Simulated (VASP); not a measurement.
# Ti (P1) in VASP: single point with LDA

Aim: the single point of Ti with LDA.

Everything below comes from runs of VASP 6.6.1. Logs are shortened: lines on timing, memory, paths and dates and some standing lists are left out, and cuts for length are marked.

## Step 1: The cell of the first run

The typed cell holds 4 atoms: a = 5.900 Å, b = 2.950 Å, c = 4.680 Å, α = 90.00°, β = 90.00°, γ = 120.00°.

## Step 2: Single point, LDA

The input, INCAR:

```
ALGO     = Normal         # electronic algorithm
EDIFF    = 1E-7           # SCF threshold, eV
ENCUT    = 520            # plane-wave cutoff, eV
ISIF     = 2              # what is computed and relaxed
ISMEAR   = -1             # smearing method
LASPH    = True           # aspherical terms in the spheres
LCHARG   = True           # write CHGCAR
LELF     = True           # ELF
LREAL    = False          # projectors in reciprocal space
LVHAR    = True         
LWAVE    = False          # write WAVECAR
NBANDS   = 32             # bands
NELM     = 100            # most SCF steps
PREC     = Accurate       # precision mode
SIGMA    = 0.08           # smearing width, eV
```

The input, KPOINTS:

```
k-points
0
Gamma
  4 7 4
```

The input, POSCAR:

```
Ti
1.0
    5.9000000000      0.0000000000      0.0000000000
   -1.4750000000      2.5547749412      0.0000000000
    0.0000000000      0.0000000000      4.6800000000
Ti
4
Direct
    0.1660171105      0.6472664082      0.2374600427
    0.6729331760      0.6804438904      0.2387621795
    0.3357595042      0.3485688644      0.7531267094
    0.8299941495      0.3173304963      0.7632076923
```

Potentials or basis: VASP PAW LDA potentials, release 64 (Ti_sv).

The run is started by

```console
$ cat potpaw_LDA.64/Ti_sv/POTCAR > POTCAR
$ mpirun -np 1 vasp_std > vasp.out
```

OUTCAR:

```text
EDIFF = 1E-7
   ENCUT = 520
   ISIF = 2
   ISMEAR = -1
   LASPH = True
   LREAL = False
   NELM = 100
   PREC = Accurate

 ion  position               nearest neighbor table
   1  0.166  0.647  0.237-   3 2.79   4 2.81   2 2.88   3 2.89   3 2.91
   2  0.673  0.680  0.239-   4 2.76   4 2.82   3 2.85   1 2.88
   3  0.336  0.349  0.753-   1 2.79   2 2.85   4 2.89   1 2.89   1 2.91
   4  0.830  0.317  0.763-   2 2.76   1 2.81   2 2.82   3 2.89

  Warning from LATTYP: Monoclinic adjustment (A1->A3, A2->A1, A3->A2)!
  LATTYP: Found a simple orthorhombic cell.
 ALAT       =     2.9500000000
 B/A-ratio  =     1.5864406779
 C/A-ratio  =     1.7320508076

  Lattice vectors:

 A1 = (  -1.4750000000,   2.5547749412,   0.0000000000)
 A2 = (   0.0000000000,   0.0000000000,   4.6800000000)
 A3 = (   4.4250000000,   2.5547749412,   0.0000000000)

Analysis of symmetry for initial positions (statically):
=====================================================================
 Subroutine PRICEL returns:
 Original cell was already a primitive cell.

 Routine SETGRP: Setting up the symmetry group for a
 simple orthorhombic supercell.

 Subroutine GETGRP returns: Found  1 space group operations
 (whereof  1 operations were pure point group operations)
 out of a pool of  8 trial point group operations.

The static configuration has the point symmetry C_1 .

Analysis of symmetry for dynamics (positions and initial velocities):
=====================================================================
 Subroutine PRICEL returns:
 Original cell was already a primitive cell.

 Routine SETGRP: Setting up the symmetry group for a
 simple orthorhombic supercell.

 Subroutine GETGRP returns: Found  1 space group operations
 (whereof  1 operations were pure point group operations)
 out of a pool of  8 trial point group operations.

The dynamic configuration has the point symmetry C_1 .

 Subroutine INISYM returns: Found  1 space group operations
 (whereof  1 operations are pure point group operations),
 and found     1 'primitive' translations

----------------------------------------------------------------------------------------

                                     Primitive cell

  volume of cell :      70.5424

  direct lattice vectors                    reciprocal lattice vectors
     5.900000000  0.000000000  0.000000000     0.169491525  0.097855978  0.000000000
    -1.475000000  2.554774941  0.000000000     0.000000000  0.391423911  0.000000000
     0.000000000  0.000000000  4.680000000     0.000000000  0.000000000  0.213675214

  length of vectors
     5.900000000  2.950000000  4.680000000     0.195711956  0.391423911  0.213675214

  position of ions in fractional coordinates (direct lattice)
     0.166017111  0.647266408  0.237460043
     0.672933176  0.680443890  0.238762180
     0.335759504  0.348568864  0.753126709
     0.829994150  0.317330496  0.763207692

  ion indices of the primitive-cell ions
   primitive index   ion index
                 1           1
                 2           2
                 3           3
                 4           4

----------------------------------------------------------------------------------------

 KPOINTS: k-points

Automatic generation of k-mesh.
 Grid dimensions read from file:
 generate k-points for:    4    7    4

 Generating k-lattice:

  Cartesian coordinates                     Fractional coordinates (reciprocal lattice)
     0.042372881  0.024463994  0.000000000     0.250000000 -0.000000000  0.000000000
     0.000000000  0.055917702  0.000000000     0.000000000  0.142857143  0.000000000
     0.000000000  0.000000000  0.053418803     0.000000000  0.000000000  0.250000000

  Length of vectors
     0.048927989  0.055917702  0.053418803

  Shift w.r.t. Gamma in fractional coordinates (k-lattice)
     0.000000000  0.000000000  0.000000000

 -----------------------------------------------------------------------------
|                                                                             |
|           W    W    AA    RRRRR   N    N  II  N    N   GGGG   !!!           |
|           W    W   A  A   R    R  NN   N  II  NN   N  G    G  !!!           |
|           W    W  A    A  R    R  N N  N  II  N N  N  G       !!!           |
|           W WW W  AAAAAA  RRRRR   N  N N  II  N  N N  G  GGG   !            |
|           WW  WW  A    A  R   R   N   NN  II  N   NN  G    G                |
|           W    W  A    A  R    R  N    N  II  N    N   GGGG   !!!           |
|                                                                             |
|     Your reciprocal lattice and k-lattice belong to different lattice       |
|     classes:                                                                |
|                                                                             |
|        The reciprocal lattice is simple orthorhombic,                       |
|        whereas your k-lattice is simple monoclinic.                         |
|                                                                             |
|     Results are often still useful ...                                      |
|                                                                             |
 -----------------------------------------------------------------------------

 WARNING: IBZKPT: internal override: KBLOWUP is changed to .FALSE.
      ... skipping the blow-up phase ...

 Subroutine IBZKPT returns following result:
 ===========================================

 Found     58 irreducible k-points:

 Following reciprocal coordinates:
            Coordinates               Weight
  0.000000  0.000000  0.000000      1.000000
  0.250000 -0.000000  0.000000      2.000000
  0.500000 -0.000000  0.000000      1.000000
  0.000000  0.142857  0.000000      2.000000
  0.250000  0.142857  0.000000      2.000000
  0.500000  0.142857  0.000000      2.000000
[... 16 lines left out ...]
 -0.250000  0.142857  0.250000      2.000000
  0.000000  0.285714  0.250000      2.000000
 [... further k-points ...]
   k-points           NKPTS =     58   k-points in BZ     NKDIM =     58   number of bands    NBANDS=     32
   number of dos      NEDOS =    301   number of ions     NIONS =      4
   total plane-waves  NPLWV =  41472
   dimension x,y,z NGX =    48 NGY =   24 NGZ =   36
   dimension x,y,z NGXF=    96 NGYF=   48 NGZF=   72
   ions per type =               4
   NGX,Y,Z   is equivalent  to a cutoff of  13.53, 13.53, 12.79 a.u.
   NGXF,Y,Z  is equivalent  to a cutoff of  27.05, 27.05, 25.58 a.u.
 SYSTEM =  unknown system
   PREC   = accura    normal or accurate (medium, high low for compatibility)
   ISTART =      0    job   : 0-new  1-cont  2-samecut
   ICHARG =      2    charge: 1-file 2-atom 10-const
   ISPIN  =      1    spin polarized calculation?
   LNONCOLLINEAR =      F non collinear calculations
   LSORBIT =      F    spin-orbit coupling
   LASPH  =      T    aspherical Exc in radial PAW
   ENCUT  =  520.0 eV  38.22 Ry    6.18 a.u.  10.97  5.49  8.70*2*pi/ulx,y,z
   NELM   =    100;   NELMIN=  2; NELMDL= -5     # of ELM steps
   EDIFF  = 0.1E-06   stopping-criterion for ELM
   LREAL  =      F    real-space projection
   EDIFFG = 0.1E-05   stopping-criterion for IOM
   NSW    =      0    number of steps for IOM
   IBRION =     -1    ionic relax: 0-MD 1-quasi-New 2-CG
   NFREE  =      0    steps in history (QN), initial steepest desc. (CG)
   ISIF   =      2    stress and relaxation
   ISYM   =      2    0-nonsym 1-usesym 2-fastsym
   POTIM  = 0.5000    time-step for ionic-motion
   TEBEG  =    0.0;   TEEND  =   0.0 temperature during run
   PSTRESS=    0.0 pullay stress
   NELECT =      48.0000    total number of electrons
   NUPDOWN=      -1.0000    fix difference up-down
   EMIN   =  10.00;   EMAX   =-10.00  energy-range for DOS
   EFERMI =   0.00;   METHOD = LEGACY
   ISMEAR =    -1;   SIGMA  =   0.08  broadening in eV -4-tet -1-fermi 0-gaus
   EFERMI_NEDOS =   21; number of points for ismear=-14 and -15
   IALGO  =     38    algorithm
   IMIX   =      4    mixing-type and parameters
     AMIX     =   0.40;   BMIX     =  1.00
     AMIX_MAG =   1.60;   BMIX_MAG =  1.00
  volume/ion in A,a.u.               =      17.64       119.01
  Fermi-wavevector in a.u.,A,eV,Ry     =   1.439920  2.721055 28.209912  2.073370
  Thomas-Fermi vector in A             =   2.558722
   LORBIT       =      0    0 simple, 1 ext, 2 COOP (PROOUT), +10 PAW based schemes
   GGA     = CA    functional components
   LHFCALC =     F    Hartree Fock is set to
   AEXX    =    0.0000 exact exchange contribution
   IVDW    =     0    specifies the selected vdW correction
   LEPSILON=     F    determine dielectric tensor
   LRPA    =     F    only Hartree local field effects (RPA)
 non-spin polarized calculation
  energy-cutoff  :      520.00
  volume of cell :       70.54
 maximum number of plane-waves:      1926
 NGX is ok and might be reduce to    48
   NGX = 21   NGY = 11   NGZ = 17

 number of electron      48.0000001 magnetization

 Free energy of the ion-electron system (eV)
  ---------------------------------------------------
  ext. energy  EPLUGINS =         0.00000000
  ---------------------------------------------------
  free energy    TOTEN  =       -34.00188254 eV

  energy without entropy =      -33.90537710  energy(sigma->0) =      -33.95362982

 E-fermi :   7.9242     XC(G=0): -11.7057

 val. band max:        7.9233656902   @ k =   0.2500  -0.2857   0.2500
 cond. band min:       7.9253093887   @ k =   0.0000   0.2857   0.5000
 fundamental gap:      0.0019436985
 Fermi energy:         7.9242308981

 k-point     1 :       0.0000    0.0000    0.0000
  band No.  band energies     occupation
      1     -48.2579      2.00000
      2     -48.1394      2.00000
      3     -48.1181      2.00000
      4     -48.0838      2.00000
      5     -25.2224      2.00000
      6     -25.0665      2.00000
[... 24 lines left out ...]
     31       9.1957      0.00000
     32       9.5318      0.00000
[... 774 lines left out ...]
      2     -48.1332      2.00000
      3     -48.1083      2.00000
      4     -48.0912      2.00000
      5     -25.0701      2.00000
      6     -25.0371      2.00000
[... 24 lines left out ...]
     31       9.9207      0.00000
     32      10.2676      0.00000

 [... further k-points ...]

------------------------ aborting loop because EDIFF is reached ----------------------------------------

  FORCE on cell =-STRESS in cart. coord.  units (eV):
  Direction    XX          YY          ZZ          XY          YZ          ZX
  --------------------------------------------------------------------------------------
  -------------------------------------------------------------------------------------
  Total       -4.0913117     -4.1127404     -4.1401787     -0.1164216     -0.0392635     -0.0235641
  in kB      -92.9228755    -93.4095686    -94.0327543     -2.6441959     -0.8917623     -0.5351943
  external PRESSURE =     -93.4550661 kB  Pullay stress =       0.0000000 kB

 VOLUME and BASIS-vectors are now :
 -----------------------------------------------------------------------------
  energy-cutoff  :      520.00
  volume of cell :       70.54
      direct lattice vectors                 reciprocal lattice vectors
     5.900000000  0.000000000  0.000000000     0.169491525  0.097855978  0.000000000
    -1.475000000  2.554774941  0.000000000     0.000000000  0.391423911  0.000000000
     0.000000000  0.000000000  4.680000000     0.000000000  0.000000000  0.213675214

 POSITION                                       TOTAL-FORCE (eV/Angst)
 -----------------------------------------------------------------------------------
      0.02478      1.65362      1.11131        -0.026195      0.337148      0.181140
      2.96665      1.73838      1.11741        -0.033149     -0.353491      0.310956
      1.46684      0.89052      3.52463         0.082864     -0.303394     -0.127374
      4.42890      0.81071      3.57181        -0.023521      0.319737     -0.364722
 -----------------------------------------------------------------------------------
    total drift:                                0.000052     -0.000079      0.000148

  FREE ENERGIE OF THE ION-ELECTRON SYSTEM (eV)
  ---------------------------------------------------
  free  energy   TOTEN  =       -34.0018825398 eV

  energy  without entropy=      -33.9053770993  energy(sigma->0) =      -33.95362982
```

Wall time 3.5 min (1 thread of Intel Xeon 8259CL, shared host); peak memory 0.22 GiB.

What came out:

| Item | Value |
| --- | --- |
| Free energy | -34.0019 eV |
| Pressure | -9.3 GPa |
| Largest force | 0.486 eV/Å |
| Band gap on the k mesh | zero (bands 24 and 25 overlap by 0.85 eV) |

Forces on the atoms (eV/Å):
```
Ti  -0.026  0.337  0.181
Ti  -0.033 -0.353  0.311
Ti   0.083 -0.303 -0.127
Ti  -0.024  0.320 -0.365
```

Caveat: the cell stands under tension.
